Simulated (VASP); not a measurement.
# Ir (I4/mmm) in VASP: a series of runs

The runs below take Ir through single point, with PBE.

Program: VASP 6.6.1. These are calculated values, not measurements. Logs are shortened: lines on timing, memory, paths and dates and some standing lists are left out, and cuts for length are marked.

### Step 1. The cell of the first run

It takes space group I4/mmm (No. 139, tetragonal). Conventional cell: a = 2.419 Å, b = 2.419 Å, c = 4.837 Å, α = 90.00°, β = 90.00°, γ = 90.00°. Within 3.2 Å of Ir (site symmetry 4/mmm) lie 12 Ir at 2.42 to 2.96 Å.

### Step 2. Single point, PBE

INCAR reads:

```
SYSTEM = Ir
PREC     = Accurate       ! precision mode
ENCUT    = 520            ! plane-wave cutoff, eV
EDIFF    = 1E-6           ! SCF threshold, eV
ISMEAR   = 0              ! smearing method
SIGMA    = 0.15           ! smearing width, eV
LREAL    = .False.        ! projectors in reciprocal space
LASPH    = .True.         ! aspherical terms in the spheres
NELM     = 60             ! most SCF steps
ALGO     = Fast           ! electronic algorithm
ISIF     = 2              ! what is computed and relaxed
LWAVE    = .False.        ! write WAVECAR
LCHARG   = .False.        ! write CHGCAR
GGA      = PE             ! functional
NBANDS   = 10             ! bands
```

KPOINTS reads:

```
regular mesh
0
Gamma
  24 24 24
  0 0 0
```

POSCAR reads:

```
Ir
1.0
    0.0000000000      1.7103443674      2.4184269355
    1.7103443674      0.0000000000      2.4184269355
    1.7103443674      1.7103443674      0.0000000000
Ir
1
Direct
    0.0000000000      0.0000000000      0.0000000000
```

Potentials or basis: VASP PAW PBE potentials, release 64 (Ir).

Run with:

```console
$ cat potpaw_PBE.64/Ir/POTCAR > POTCAR
$ mpirun -np 1 vasp_std > vasp.out
```

OUTCAR:

```text
SYSTEM = Ir
   PREC = Accurate
   ENCUT = 520
   EDIFF = 1E-6
   ISMEAR = 0
   LREAL = .False.
   LASPH = .True.
   NELM = 60
   ISIF = 2
   GGA = PE

 ion  position               nearest neighbor table
   1  0.000  0.000  0.000-

  LATTYP: Found a body centered tetragonal cell.
 ALAT       =     2.4187922007
 C/A-ratio  =     1.9996979772

  Lattice vectors:

 A1 = (  -1.7103443674,   0.0000000000,   2.4184269355)
 A2 = (   1.7103443674,   0.0000000000,   2.4184269355)
 A3 = (   0.0000000000,   1.7103443674,  -2.4184269355)

Analysis of symmetry for initial positions (statically):
=====================================================================
 Subroutine PRICEL returns:
 Original cell was already a primitive cell.

 Routine SETGRP: Setting up the symmetry group for a
 body centered tetragonal supercell.

 Subroutine GETGRP returns: Found 16 space group operations
 (whereof 16 operations were pure point group operations)
 out of a pool of 16 trial point group operations.

The static configuration has the point symmetry D_4h.

Analysis of symmetry for dynamics (positions and initial velocities):
=====================================================================
 Subroutine PRICEL returns:
 Original cell was already a primitive cell.

 Routine SETGRP: Setting up the symmetry group for a
 body centered tetragonal supercell.

 Subroutine GETGRP returns: Found 16 space group operations
 (whereof 16 operations were pure point group operations)
 out of a pool of 16 trial point group operations.

The dynamic configuration has the point symmetry D_4h.

 Subroutine INISYM returns: Found 16 space group operations
 (whereof 16 operations are pure point group operations),
 and found     1 'primitive' translations

----------------------------------------------------------------------------------------

                                     Primitive cell

  volume of cell :      14.1491

  direct lattice vectors                    reciprocal lattice vectors
     0.000000000  1.710344367  2.418426935    -0.292338788  0.292338788  0.206745961
     1.710344367  0.000000000  2.418426935     0.292338788 -0.292338788  0.206745961
     1.710344367  1.710344367  0.000000000     0.292338788  0.292338788 -0.206745961

  length of vectors
     2.962105112  2.962105112  2.418792201     0.462242173  0.462242173  0.462242173

  position of ions in fractional coordinates (direct lattice)
     0.000000000  0.000000000  0.000000000

  ion indices of the primitive-cell ions
   primitive index   ion index
                 1           1

----------------------------------------------------------------------------------------

 KPOINTS: regular mesh

Automatic generation of k-mesh.
 Grid dimensions read from file:
 generate k-points for:   24   24   24

 Generating k-lattice:

  Cartesian coordinates                     Fractional coordinates (reciprocal lattice)
    -0.012180783  0.012180783  0.008614415     0.041666667 -0.000000000  0.000000000
     0.012180783 -0.012180783  0.008614415    -0.000000000  0.041666667  0.000000000
     0.012180783  0.012180783 -0.008614415     0.000000000  0.000000000  0.041666667

  Length of vectors
     0.019260091  0.019260091  0.019260091

  Shift w.r.t. Gamma in fractional coordinates (k-lattice)
     0.000000000  0.000000000  0.000000000

 Subroutine IBZKPT returns following result:
 ===========================================

 Found   1063 irreducible k-points:

 Following reciprocal coordinates:
            Coordinates               Weight
  0.000000  0.000000  0.000000      1.000000
  0.041667  0.000000  0.000000      8.000000
  0.083333 -0.000000  0.000000      8.000000
  0.125000  0.000000  0.000000      8.000000
  0.166667 -0.000000  0.000000      8.000000
  0.208333  0.000000  0.000000      8.000000
[... 16 lines left out ...]
  0.416667  0.041667  0.000000      8.000000
  0.458333  0.041667  0.000000      8.000000
 [... further k-points ...]
   k-points           NKPTS =   1063   k-points in BZ     NKDIM =   1063   number of bands    NBANDS=     10
   number of dos      NEDOS =    301   number of ions     NIONS =      1
   total plane-waves  NPLWV =  10368
   dimension x,y,z NGX =    24 NGY =   24 NGZ =   18
   dimension x,y,z NGXF=    48 NGYF=   48 NGZF=   36
   ions per type =               1
   NGX,Y,Z   is equivalent  to a cutoff of  13.47, 13.47, 12.37 a.u.
   NGXF,Y,Z  is equivalent  to a cutoff of  26.94, 26.94, 24.74 a.u.
 SYSTEM =  Ir
   PREC   = accura    normal or accurate (medium, high low for compatibility)
   ISTART =      0    job   : 0-new  1-cont  2-samecut
   ICHARG =      2    charge: 1-file 2-atom 10-const
   ISPIN  =      1    spin polarized calculation?
   LNONCOLLINEAR =      F non collinear calculations
   LSORBIT =      F    spin-orbit coupling
   LASPH  =      T    aspherical Exc in radial PAW
   ENCUT  =  520.0 eV  38.22 Ry    6.18 a.u.   5.51  5.51  4.50*2*pi/ulx,y,z
   NELM   =     60;   NELMIN=  2; NELMDL= -5     # of ELM steps
   EDIFF  = 0.1E-05   stopping-criterion for ELM
   LREAL  =      F    real-space projection
   EDIFFG = 0.1E-04   stopping-criterion for IOM
   NSW    =      0    number of steps for IOM
   IBRION =     -1    ionic relax: 0-MD 1-quasi-New 2-CG
   NFREE  =      0    steps in history (QN), initial steepest desc. (CG)
   ISIF   =      2    stress and relaxation
   ISYM   =      2    0-nonsym 1-usesym 2-fastsym
   POTIM  = 0.5000    time-step for ionic-motion
   TEBEG  =    0.0;   TEEND  =   0.0 temperature during run
   PSTRESS=    0.0 pullay stress
   NELECT =       9.0000    total number of electrons
   NUPDOWN=      -1.0000    fix difference up-down
   EMIN   =  10.00;   EMAX   =-10.00  energy-range for DOS
   EFERMI =   0.00;   METHOD = LEGACY
   ISMEAR =     0;   SIGMA  =   0.15  broadening in eV -4-tet -1-fermi 0-gaus
   EFERMI_NEDOS =   21; number of points for ismear=-14 and -15
   IALGO  =     68    algorithm
   IMIX   =      4    mixing-type and parameters
     AMIX     =   0.40;   BMIX     =  1.00
     AMIX_MAG =   1.60;   BMIX_MAG =  1.00
  volume/ion in A,a.u.               =      14.15        95.48
  Fermi-wavevector in a.u.,A,eV,Ry     =   1.407923  2.660589 26.970118  1.982248
  Thomas-Fermi vector in A             =   2.530133
   LORBIT       =      0    0 simple, 1 ext, 2 COOP (PROOUT), +10 PAW based schemes
   GGA     = PE    functional components
   LHFCALC =     F    Hartree Fock is set to
   AEXX    =    0.0000 exact exchange contribution
   IVDW    =     0    specifies the selected vdW correction
   LEPSILON=     F    determine dielectric tensor
   LRPA    =     F    only Hartree local field effects (RPA)
 non-spin polarized calculation
 RMM-DIIS sequential band-by-band and
 Gauss-broadening in eV      SIGMA  =   0.15
  energy-cutoff  :      520.00
  volume of cell :       14.15
 maximum number of plane-waves:       405
 NGX is ok and might be reduce to    24
   NGX = 11   NGY = 11   NGZ =  9

 number of electron       9.0000000 magnetization

 Free energy of the ion-electron system (eV)
  ---------------------------------------------------
  ext. energy  EPLUGINS =         0.00000000
  ---------------------------------------------------
  free energy    TOTEN  =        -7.67746945 eV

  energy without entropy =       -7.66350879  energy(sigma->0) =       -7.67048912

 E-fermi :  10.3207     XC(G=0): -13.9150

 val. band max:       10.3194623843   @ k =  -0.3750   0.3750   0.1667
 cond. band min:      10.3216062306   @ k =   0.4583   0.0417   0.2500
 fundamental gap:      0.0021438463
 Fermi energy:        10.3207390739

 k-point     1 :       0.0000    0.0000    0.0000
  band No.  band energies     occupation
      1      -0.6461      2.00000
      2       3.5411      2.00000
      3       5.6230      2.00000
      4       8.9729      2.00000
      5       8.9729      2.00000
      6      12.0260      0.00000
      7      24.5072      0.00000
      8      26.6906      0.00000
      9      33.8103      0.00000
     10      33.8103      0.00000

 k-point     2 :       0.0417    0.0000    0.0000
  band No.  band energies     occupation
      1      -0.5628      2.00000
      2       3.5938      2.00000
      3       5.6539      2.00000
      4       8.8726      2.00000
      5       8.9998      2.00000
      6      11.9521      0.00000
      7      24.6288      0.00000
      8      26.8170      0.00000
      9      33.1328      0.00000
     10      33.9713      0.00000

 k-point     3 :       0.0833   -0.0000    0.0000
  band No.  band energies     occupation
      1      -0.3194      2.00000
      2       3.7468      2.00000
      3       5.7469      2.00000
      4       8.6011      2.00000
      5       9.0784      2.00000
      6      11.7415      0.00000
      7      24.9418      0.00000
      8      27.1947      0.00000
      9      31.8406      0.00000
     10      34.4346      0.00000

 k-point     4 :       0.1250    0.0000    0.0000
  band No.  band energies     occupation
      1       0.0643      2.00000
      2       3.9838      2.00000
      3       5.8968      2.00000
      4       8.2421      2.00000
      5       9.2023      2.00000
      6      11.4239      0.00000
      7      25.3192      0.00000
      8      27.7589      0.00000
      9      30.4919      0.00000
     10      34.3390      0.00000

 k-point     5 :       0.1667   -0.0000    0.0000
  band No.  band energies     occupation
      1       0.5534      2.00000
      2       4.2774      2.00000
      3       6.0659      2.00000
      4       7.9397      2.00000
      5       9.3573      2.00000
      6      11.0440      0.00000
      7      25.6105      0.00000
      8      27.9742      0.00000
      9      29.6099      0.00000
     10      33.1169      0.00000

 k-point     6 :       0.2083    0.0000    0.0000
  band No.  band energies     occupation
      1       1.0956      2.00000
      2       4.5824      2.00000
      3       6.1595      2.00000
      4       7.9129      2.00000
      5       9.5094      2.00000
      6      10.6648      0.00118
      7      25.6537      0.00000
      8      26.8915      0.00000
      9      29.9045      0.00000
     10      32.6162      0.00000
[... 183 lines left out ...]
 k-point    21 :       0.3333    0.0417    0.0000
  band No.  band energies     occupation
      1       2.2036      2.00000
      2       4.6926      2.00000
      3       6.7245      2.00000
      4       9.2868      2.00000
      5       9.3729      2.00000
      6      10.6286      0.00371
      7      22.7911      0.00000
      8      24.2899      0.00000
      9      32.0515      0.00000
     10      33.2092      0.00000

 k-point    22 :       0.3750    0.0417    0.0000
  band No.  band energies     occupation
      1       2.4334      2.00000
      2       4.5618      2.00000
      3       7.5862      2.00000
      4       9.0804      2.00000
      5       9.9176      1.99986
      6      10.7722      0.00002
      7      21.3585      0.00000
      8      23.6034      0.00000
      9      32.5784      0.00000
     10      33.5707      0.00000

 k-point    23 :       0.4167    0.0417    0.0000
  band No.  band energies     occupation
      1       2.5406      2.00000
      2       4.4625      2.00000
      3       8.5484      2.00000
      4       8.8112      2.00000
      5      10.4947      0.10098
      6      10.9188      0.00000
      7      20.2078      0.00000
      8      22.9374      0.00000
      9      32.3593      0.00000
     10      34.0886      0.00000

 k-point    24 :       0.4583    0.0417    0.0000
  band No.  band energies     occupation
      1       2.5711      2.00000
      2       4.4188      2.00000
      3       8.6040      2.00000
      4       9.4216      2.00000
      5      10.9091      0.00000
      6      11.0248      0.00000
      7      19.4659      0.00000
      8      22.3590      0.00000
      9      31.7081      0.00000
     10      34.5947      0.00000

 [... further k-points ...]
[... 5 lines left out ...]
  --------------------------------------------------------------------------------------
  -------------------------------------------------------------------------------------
  Total        6.7969335      6.7969335     -2.2891560      0.0000000      0.0000000     -0.0000000
  in kB      769.6504243    769.6504243   -259.2124606      0.0000000      0.0000000     -0.0000000
  external PRESSURE =     426.6961293 kB  Pullay stress =       0.0000000 kB

 VOLUME and BASIS-vectors are now :
 -----------------------------------------------------------------------------
  energy-cutoff  :      520.00
  volume of cell :       14.15
      direct lattice vectors                 reciprocal lattice vectors
     0.000000000  1.710344367  2.418426935    -0.292338788  0.292338788  0.206745961
     1.710344367  0.000000000  2.418426935     0.292338788 -0.292338788  0.206745961
     1.710344367  1.710344367  0.000000000     0.292338788  0.292338788 -0.206745961

 POSITION                                       TOTAL-FORCE (eV/Angst)
 -----------------------------------------------------------------------------------
      0.00000      0.00000      0.00000        -0.000000      0.000000     -0.000000
 -----------------------------------------------------------------------------------
    total drift:                                0.000000     -0.000000     -0.000000

  FREE ENERGIE OF THE ION-ELECTRON SYSTEM (eV)
  ---------------------------------------------------
  free  energy   TOTEN  =        -7.6774694543 eV

  energy  without entropy=       -7.6635087925  energy(sigma->0) =       -7.67048912
```

Run time: 1.9 min. Hardware: 1 thread of Intel Xeon Platinum 8488C (Sapphire Rapids), shared host; peak memory 0.27 GiB.

Results:

- Free energy: -7.6775 eV
- Pressure: 42.7 GPa

Caveat: spin-orbit coupling is left out, which moves the levels of the heavy elements.

(Continued in part 2 of 3.)
